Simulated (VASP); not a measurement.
# AgBr in VASP: further runs

The runs below take AgBr through single point, with PBEsol, LDA.

Everything below comes from runs of VASP 6.6.1. Logs are shortened: lines on timing, memory, paths and dates and some standing lists are left out, and cuts for length are marked.

## Step 1: The cell of the first run

The typed cell holds 4 atoms: a = 4.092 Å, b = 4.092 Å, c = 5.784 Å, α = 90.00°, β = 89.99°, γ = 90.00°.

## Step 2: Single point, PBEsol

Contents of INCAR:

```
PREC = Accurate ; ENCUT = 500
EDIFF = 1E-6 ; ISMEAR = 0
SIGMA = 0.01 ; LREAL = False
LASPH = True ; NELM = 120
ALGO = Normal ; ISIF = 2
LWAVE = False ; LCHARG = False
GGA = PS ; NBANDS = 26
GGA_COMPAT = False
```

Contents of KPOINTS:

```
regular mesh
0
Gamma
  4 4 4
```

Contents of POSCAR:

```
AgBr
1.0
    4.0921161929      0.0000000000      0.0414619150
    0.0000000000      4.0919047222      0.0000000000
   -0.0576709946      0.0000000000      5.7835260858
Ag Br
2 2
Direct
    0.7499714111      0.7500000000      0.7499778864
    0.2500285889      0.2500000000      0.2500221136
    0.2499844905      0.2500000000      0.7500035537
    0.7500155095      0.7500000000      0.2499964463
```

Potentials or basis: VASP PAW PBE potentials, release 64 (Ag, Br).

Started as:

```
> cat potpaw_PBE.64/Ag/POTCAR potpaw_PBE.64/Br/POTCAR > POTCAR
> mpirun -np 1 vasp_std > vasp.out
```

OUTCAR:

```text
PREC = Accurate
   ENCUT = 500
   EDIFF = 1E-6
   ISMEAR = 0
   LREAL = False
   LASPH = True
   NELM = 120
   ISIF = 2
   GGA = PS

 ion  position               nearest neighbor table
   1  0.750  0.750  0.750-   4 2.89   4 2.89   3 2.89   3 2.89   3 2.89   3 2.89
   2  0.250  0.250  0.250-   3 2.89   3 2.89   4 2.89   4 2.89   4 2.89   4 2.89
   3  0.250  0.250  0.750-   2 2.89   2 2.89   1 2.89   1 2.89   1 2.89   1 2.89
   4  0.750  0.750  0.250-   1 2.89   1 2.89   2 2.89   2 2.89   2 2.89   2 2.89

  LATTYP: Found a simple monoclinic cell.
 ALAT       =     4.0923262366
 B/A-ratio  =     0.9998969988
 C/A-ratio  =     1.4133315088
 COS(beta)  =    -0.0001605313

  Lattice vectors:

 A1 = (   4.0921161929,   0.0000000000,   0.0414619150)
 A2 = (   0.0000000000,  -4.0919047222,   0.0000000000)
 A3 = (   0.0576709946,   0.0000000000,  -5.7835260858)

Analysis of symmetry for initial positions (statically):
=====================================================================
 Subroutine PRICEL returns:
 Original cell was already a primitive cell.

 Routine SETGRP: Setting up the symmetry group for a
 simple monoclinic supercell.

 Subroutine GETGRP returns: Found  4 space group operations
 (whereof  2 operations were pure point group operations)
 out of a pool of  4 trial point group operations.

The static configuration has the point symmetry S_2 .
 The point group associated with its full space group is C_2h.

Analysis of symmetry for dynamics (positions and initial velocities):
=====================================================================
 Subroutine PRICEL returns:
 Original cell was already a primitive cell.

 Routine SETGRP: Setting up the symmetry group for a
 simple monoclinic supercell.

 Subroutine GETGRP returns: Found  4 space group operations
 (whereof  2 operations were pure point group operations)
 out of a pool of  4 trial point group operations.

The dynamic configuration has the point symmetry S_2 .
 The point group associated with its full space group is C_2h.

 Subroutine INISYM returns: Found  4 space group operations
 (whereof  2 operations are pure point group operations),
 and found     1 'primitive' translations

----------------------------------------------------------------------------------------

                                     Primitive cell

  volume of cell :      96.8523

[... 86 lines left out ...]
   ISPIN  =      1    spin polarized calculation?
   LNONCOLLINEAR =      F non collinear calculations
   LSORBIT =      F    spin-orbit coupling
   LASPH  =      T    aspherical Exc in radial PAW
   ENCUT  =  500.0 eV  36.75 Ry    6.06 a.u.   7.46  7.46 10.55*2*pi/ulx,y,z
   NELM   =    120;   NELMIN=  2; NELMDL= -5     # of ELM steps
   EDIFF  = 0.1E-05   stopping-criterion for ELM
   LREAL  =      F    real-space projection
   EDIFFG = 0.1E-04   stopping-criterion for IOM
   NSW    =      0    number of steps for IOM
   IBRION =     -1    ionic relax: 0-MD 1-quasi-New 2-CG
   NFREE  =      0    steps in history (QN), initial steepest desc. (CG)
   ISIF   =      2    stress and relaxation
   ISYM   =      2    0-nonsym 1-usesym 2-fastsym
   POTIM  = 0.5000    time-step for ionic-motion
   TEBEG  =    0.0;   TEEND  =   0.0 temperature during run
   PSTRESS=    0.0 pullay stress
   NELECT =      36.0000    total number of electrons
   NUPDOWN=      -1.0000    fix difference up-down
   EMIN   =  10.00;   EMAX   =-10.00  energy-range for DOS
   EFERMI =   0.00;   METHOD = LEGACY
   ISMEAR =     0;   SIGMA  =   0.01  broadening in eV -4-tet -1-fermi 0-gaus
   EFERMI_NEDOS =   21; number of points for ismear=-14 and -15
   IALGO  =     38    algorithm
   IMIX   =      4    mixing-type and parameters
     AMIX     =   0.40;   BMIX     =  1.00
     AMIX_MAG =   1.60;   BMIX_MAG =  1.00
  volume/ion in A,a.u.               =      24.21       163.40
  Fermi-wavevector in a.u.,A,eV,Ry     =   1.177079  2.224357 18.851079  1.385515
  Thomas-Fermi vector in A             =   2.313432
   LORBIT       =      0    0 simple, 1 ext, 2 COOP (PROOUT), +10 PAW based schemes
   GGA     = PS    functional components
   LHFCALC =     F    Hartree Fock is set to
   AEXX    =    0.0000 exact exchange contribution
   IVDW    =     0    specifies the selected vdW correction
   LEPSILON=     F    determine dielectric tensor
   LRPA    =     F    only Hartree local field effects (RPA)
 non-spin polarized calculation
 Gauss-broadening in eV      SIGMA  =   0.01
  energy-cutoff  :      500.00
  volume of cell :       96.85
 maximum number of plane-waves:      2486
 NGX is ok and might be reduce to    30
   NGX = 15   NGY = 15   NGZ = 21

 number of electron      36.0000020 magnetization

 Free energy of the ion-electron system (eV)
  ---------------------------------------------------
  ext. energy  EPLUGINS =         0.00000000
  ---------------------------------------------------
  free energy    TOTEN  =       -11.33194315 eV

  energy without entropy =      -11.33194315  energy(sigma->0) =      -11.33194315

 E-fermi :   3.3244     XC(G=0):  -9.9654

 val. band max:        3.2155428943   @ k =   0.5000   0.0000   0.5000
 cond. band min:       3.7219456135   @ k =   0.0000   0.0000   0.0000
 fundamental gap:      0.5064027192
 Fermi energy:         3.3244442124

 k-point     1 :       0.0000    0.0000    0.0000
  band No.  band energies     occupation
      1     -11.7429      2.00000
      2     -11.2862      2.00000
      3      -0.9615      2.00000
      4       0.2247      2.00000
      5       0.4642      2.00000
      6       0.4650      2.00000
[... 685 lines left out ...]
     25       9.8926      0.00000
     26       9.8947      0.00000

 [... further k-points ...]
[... 5 lines left out ...]
  --------------------------------------------------------------------------------------
  -------------------------------------------------------------------------------------
  Total       -1.4861439     -1.4850818     -1.6528552      0.0000000      0.0000000      0.0008470
  in kB      -24.5845011    -24.5669317    -27.3423198      0.0000000      0.0000000      0.0140113
  external PRESSURE =     -25.4979175 kB  Pullay stress =       0.0000000 kB

 VOLUME and BASIS-vectors are now :
 -----------------------------------------------------------------------------
  energy-cutoff  :      500.00
  volume of cell :       96.85
      direct lattice vectors                 reciprocal lattice vectors
     4.092116193  0.000000000  0.041461915     0.244347650  0.000000000  0.002436536
     0.000000000  4.091904722  0.000000000     0.000000000  0.244384967  0.000000000
    -0.057670995  0.000000000  5.783526086    -0.001751721  0.000000000  0.172887433

 POSITION                                       TOTAL-FORCE (eV/Angst)
 -----------------------------------------------------------------------------------
      3.02572      3.06893      4.36861         0.000052      0.000000      0.000140
      1.00873      1.02298      1.45638        -0.000052      0.000000     -0.000140
      0.97971      1.02298      4.34803         0.000012      0.000000      0.000071
      3.05473      3.06893      1.47696        -0.000012      0.000000     -0.000071
 -----------------------------------------------------------------------------------
    total drift:                                0.000000     -0.000000     -0.000000

  FREE ENERGIE OF THE ION-ELECTRON SYSTEM (eV)
  ---------------------------------------------------
  free  energy   TOTEN  =       -11.3319431533 eV

  energy  without entropy=      -11.3319431533  energy(sigma->0) =      -11.33194315
```

stdout:

```text
POSCAR found type information on POSCAR AgBr
 POSCAR found :  2 types and       4 ions
 scaLAPACK will be used
 -----------------------------------------------------------------------------
|                                                                             |
|                                                                             |
|     You enforced a specific xc type in the INCAR file but a different       |
|     I HOPE YOU KNOW WHAT YOU ARE DOING!                                     |
|                                                                             |
 -----------------------------------------------------------------------------

 LDA part: xc-table for (Slater+PW92), standard interpolation
 POSCAR, INCAR and KPOINTS ok, starting setup
 FFT: planning ... GRIDC
 FFT: planning ... GRID_SOFT
 FFT: planning ... GRID
 WAVECAR not read
 entering main loop
```

Wall time 28 s (1 thread of AMD EPYC 9R45 (Zen 5), shared host); peak memory 0.18 GiB.

What came out:

| Quantity | Value |
| --- | --- |
| Free energy | -11.3319 eV |
| Pressure | -2.5 GPa |
| Band gap on the k mesh | 0.51 eV |

Caveat: the PAW data sets were made with another functional, which shifts forces and pressure a little. A k mesh can miss the band edges.

## Step 3: Single point, LDA

Contents of INCAR:

```
SYSTEM = AgBr
PREC = Accurate
ENCUT = 500
EDIFF = 1E-6
ISMEAR = 0
SIGMA = 0.01
LREAL = .False.
LASPH = .True.
NELM = 120
ALGO = Normal
ISIF = 2
LWAVE = .False.
LCHARG = .False.
NBANDS = 26
GGA_COMPAT = .False.
```

Contents of KPOINTS:

```
regular mesh
0
Gamma
  4 4 4
  0 0 0
```

POSCAR is that of step 2.

Potentials or basis: VASP PAW LDA potentials, release 64 (Ag, Br).

Started as:

```
> cat potpaw_LDA.64/Ag/POTCAR potpaw_LDA.64/Br/POTCAR > POTCAR
> mpirun -np 1 vasp_std > vasp.out
```

Run time: 27 s. Hardware: 1 thread of AMD EPYC 9R45 (Zen 5), shared host; peak memory 0.16 GiB.

It converged, with:

| Quantity | Value |
| --- | --- |
| Free energy | -12.6386 eV |
| Pressure | -5.0 GPa |
| Band gap on the k mesh | 0.41 eV |

Stress tensor (GPa, compression positive):
```
-4.86  0.00  0.00
 0.00 -4.85  0.00
 0.00  0.00 -5.15
```

Levels at points of the mesh, in eV from the valence-band top:
```
           k point  band 16  band 17  band 18  band 19  band 20  band 21
(0.00, 0.00, 0.00)    -1.85    -1.84    -1.84     0.41     1.41     6.95
(0.50, 0.00, 0.00)    -1.85    -0.10    -0.10     4.72     4.72     5.00
(0.00, 0.50, 0.00)    -1.85    -0.10    -0.10     4.72     4.72     5.00
(0.50, 0.50, 0.00)    -2.37    -2.29    -2.29     1.41     1.41     6.96
(0.00, 0.00, 0.50)    -1.81    -1.68    -1.68     3.07     3.07     6.47
(0.50, 0.00, 0.50)     0.00     0.00     0.00     3.56     3.56     6.26
(0.00, 0.50, 0.50)     0.00     0.00     0.00     3.56     3.56     6.26
(0.50, 0.50, 0.50)    -2.26    -1.54    -1.54     3.59     3.59     6.91
```

Caveat: the cell stands under tension. A k mesh can miss the band edges.

## Step 4: Single point, PBEsol

Contents of INCAR:

```
SYSTEM = AgBr
PREC = Accurate ; ENCUT = 500
EDIFF = 1E-6 ; ISMEAR = 1
SIGMA = 0.2 ; LREAL = .False.
LASPH = .True. ; NELM = 120
ALGO = Normal ; ISIF = 2
LWAVE = .False. ; LCHARG = .True.
GGA = PS ; LELF = .True.
LVHAR = .True. ; NBANDS = 26
GGA_COMPAT = .False.
```

KPOINTS is that of step 3.

POSCAR is that of step 3.

Potentials or basis: VASP PAW PBE potentials, release 64 (Ag, Br).

Started as:

```
> cat potpaw_PBE.64/Ag/POTCAR potpaw_PBE.64/Br/POTCAR > POTCAR
> mpirun -np 1 vasp_std > vasp.out
```

It took 29 s on 1 thread of AMD EPYC 9R45 (Zen 5), shared host; peak memory 0.19 GiB.

It converged, with:

```
Free energy            : -11.3276 eV
Pressure               : -2.6 GPa
Band gap on the k mesh : 0.51 eV
```

Stress tensor (GPa, compression positive):
```
-2.46  0.00  0.00
 0.00 -2.45  0.00
 0.00  0.00 -2.76
```

Levels at points of the mesh, in eV from the valence-band top:
| k point | band 15 | band 16 | band 17 | band 18 | band 19 | band 20 | band 21 | band 22 |
| --- | --- | --- | --- | --- | --- | --- | --- | --- |
| (0.00, 0.00, 0.00) | -2.25 | -1.87 | -1.86 | -1.86 | 0.51 | 1.52 | 6.94 | 8.81 |
| (0.50, 0.00, 0.00) | -1.84 | -1.84 | -0.10 | -0.10 | 4.80 | 4.80 | 5.07 | 5.07 |
| (0.00, 0.50, 0.00) | -1.84 | -1.84 | -0.10 | -0.10 | 4.80 | 4.80 | 5.07 | 5.07 |
| (0.50, 0.50, 0.00) | -2.33 | -2.33 | -2.25 | -2.25 | 1.52 | 1.52 | 6.94 | 6.94 |
| (0.00, 0.00, 0.50) | -1.81 | -1.81 | -1.64 | -1.64 | 3.14 | 3.14 | 6.54 | 6.54 |
| (0.50, 0.00, 0.50) | 0.00 | 0.00 | 0.00 | 0.00 | 3.61 | 3.61 | 6.37 | 6.37 |
| (0.00, 0.50, 0.50) | 0.00 | 0.00 | 0.00 | 0.00 | 3.61 | 3.61 | 6.37 | 6.37 |
| (0.50, 0.50, 0.50) | -2.23 | -2.23 | -1.50 | -1.50 | 3.67 | 3.67 | 6.99 | 6.99 |

Caveat: the PAW data sets were made with another functional, which shifts forces and pressure a little. A k mesh can miss the band edges.

## Step 5: Single point, PBEsol

Contents of INCAR:

```
SYSTEM = AgBr
ALGO = Normal
EDIFF = 1E-6
ENCUT = 500
GGA = PS
GGA_COMPAT = .False.
ISIF = 2
ISMEAR = 1
LASPH = .True.
LCHARG = .True.
LELF = .True.
LREAL = .False.
LVHAR = .True.
LWAVE = .False.
NBANDS = 26
NELM = 120
PREC = Accurate
SIGMA = 0.05
```

Contents of KPOINTS:

```
k-points
0
Gamma
  4 4 4
  0 0 0
```

POSCAR is that of step 4.

Started as:

```
> cat potpaw_PBE.64/Ag/POTCAR potpaw_PBE.64/Br/POTCAR > POTCAR
> mpirun -np 1 vasp_std > vasp.out
```

Run time: 32 s. Hardware: 1 thread of AMD EPYC 9R45 (Zen 5), shared host; peak memory 0.19 GiB.

Results (log left out):

* Free energy: -11.3315 eV
* Pressure: -2.6 GPa
* Band gap on the k mesh: 0.51 eV

Stress tensor (GPa, compression positive):
```
-2.45  0.00  0.00
 0.00 -2.45  0.00
 0.00  0.00 -2.76
```

Levels at points of the mesh, in eV from the valence-band top:
| k point | band 16 | band 17 | band 18 | band 19 | band 20 | band 21 |
| --- | --- | --- | --- | --- | --- | --- |
| (0.00, 0.00, 0.00) | -1.87 | -1.86 | -1.86 | 0.51 | 1.52 | 6.94 |
| (0.50, 0.00, 0.00) | -1.84 | -0.10 | -0.10 | 4.80 | 4.80 | 5.07 |
| (0.00, 0.50, 0.00) | -1.84 | -0.10 | -0.10 | 4.80 | 4.80 | 5.07 |
| (0.50, 0.50, 0.00) | -2.33 | -2.25 | -2.25 | 1.52 | 1.52 | 6.94 |
| (0.00, 0.00, 0.50) | -1.81 | -1.64 | -1.64 | 3.14 | 3.14 | 6.54 |
| (0.50, 0.00, 0.50) | 0.00 | 0.00 | 0.00 | 3.61 | 3.61 | 6.37 |
| (0.00, 0.50, 0.50) | 0.00 | 0.00 | 0.00 | 3.61 | 3.61 | 6.37 |
| (0.50, 0.50, 0.50) | -2.23 | -1.50 | -1.50 | 3.67 | 3.67 | 6.99 |

Caveat: the PAW data sets were made with another functional, which shifts forces and pressure a little.

## Step 6: Single point, PBEsol

Contents of INCAR:

```
PREC = Accurate ; ENCUT = 500
EDIFF = 1E-6 ; ISMEAR = 0
SIGMA = 0.2 ; LREAL = F
LASPH = T ; NELM = 120
ALGO = Normal ; ISIF = 2
LWAVE = F ; LCHARG = T
GGA = PS ; LELF = T
LVHAR = T ; NBANDS = 26
GGA_COMPAT = F
```

Contents of KPOINTS:

```
regular mesh
0
Gamma
  4 4 4
```

POSCAR is that of step 5.

Potentials or basis: VASP PAW PBE potentials, release 64 (Ag, Br).

Started as:

```
> cat potpaw_PBE.64/Ag/POTCAR potpaw_PBE.64/Br/POTCAR > POTCAR
> mpirun -np 1 vasp_std > vasp.out
```

Run time: 30 s. Hardware: 1 thread of AMD EPYC 9R45 (Zen 5), shared host; peak memory 0.18 GiB.

Results (log left out):

* Free energy: -11.3323 eV
* Pressure: -2.6 GPa
* Band gap on the k mesh: 0.51 eV

Stress tensor (GPa, compression positive):
```
-2.46  0.00  0.00
 0.00 -2.46  0.00
 0.00  0.00 -2.73
```

Levels at points of the mesh, in eV from the valence-band top:
| k point | band 14 | band 15 | band 16 | band 17 | band 18 | band 19 | band 20 | band 21 | band 22 | band 23 |
| --- | --- | --- | --- | --- | --- | --- | --- | --- | --- | --- |
| (0.00, 0.00, 0.00) | -2.33 | -2.25 | -1.87 | -1.86 | -1.86 | 0.51 | 1.52 | 6.94 | 8.81 | 9.81 |
| (0.50, 0.00, 0.00) | -1.97 | -1.84 | -1.84 | -0.10 | -0.10 | 4.80 | 4.80 | 5.07 | 5.07 | 7.24 |
| (0.00, 0.50, 0.00) | -1.97 | -1.84 | -1.84 | -0.10 | -0.10 | 4.80 | 4.80 | 5.07 | 5.07 | 7.24 |
| (0.50, 0.50, 0.00) | -2.33 | -2.33 | -2.33 | -2.25 | -2.25 | 1.52 | 1.52 | 6.94 | 6.94 | 8.81 |
| (0.00, 0.00, 0.50) | -1.81 | -1.81 | -1.81 | -1.64 | -1.64 | 3.14 | 3.14 | 6.54 | 6.54 | 7.70 |
| (0.50, 0.00, 0.50) | -2.10 | 0.00 | 0.00 | 0.00 | 0.00 | 3.61 | 3.61 | 6.37 | 6.37 | 6.67 |
| (0.00, 0.50, 0.50) | -2.10 | 0.00 | 0.00 | 0.00 | 0.00 | 3.61 | 3.61 | 6.37 | 6.37 | 6.67 |
| (0.50, 0.50, 0.50) | -2.23 | -2.23 | -2.23 | -1.50 | -1.50 | 3.67 | 3.67 | 6.99 | 6.99 | 7.52 |

Caveat: the PAW data sets were made with another functional, which shifts forces and pressure a little. A k mesh can miss the band edges.

## Step 7: Overview

```csv
level,potentials or basis,smearing,gap on the mesh (eV),pressure (GPa)
PBEsol,"VASP PAW PBE potentials, release 64 (Ag, Br)",gaussian 0.01 eV,0.51,-2.5
LDA,"VASP PAW LDA potentials, release 64 (Ag, Br)",gaussian 0.01 eV,0.41,-5.0
PBEsol,"VASP PAW PBE potentials, release 64 (Ag, Br)",methfessel-paxton 0.2 eV,0.51,-2.6
PBEsol,"VASP PAW PBE potentials, release 64 (Ag, Br)",methfessel-paxton 0.05 eV,0.51,-2.6
PBEsol,"VASP PAW PBE potentials, release 64 (Ag, Br)",gaussian 0.2 eV,0.51,-2.6
```

Alike in all rows: task single point; no spin polarisation; cell as given; k mesh 4 × 4 × 4; cutoff (eV) 500.

Caveats: the PAW data sets were made with another functional, which shifts forces and pressure a little (at least some runs); the cell stands under tension (at least some runs).

Total energies depend on the potentials used, so only differences within one code and one set of settings carry meaning.
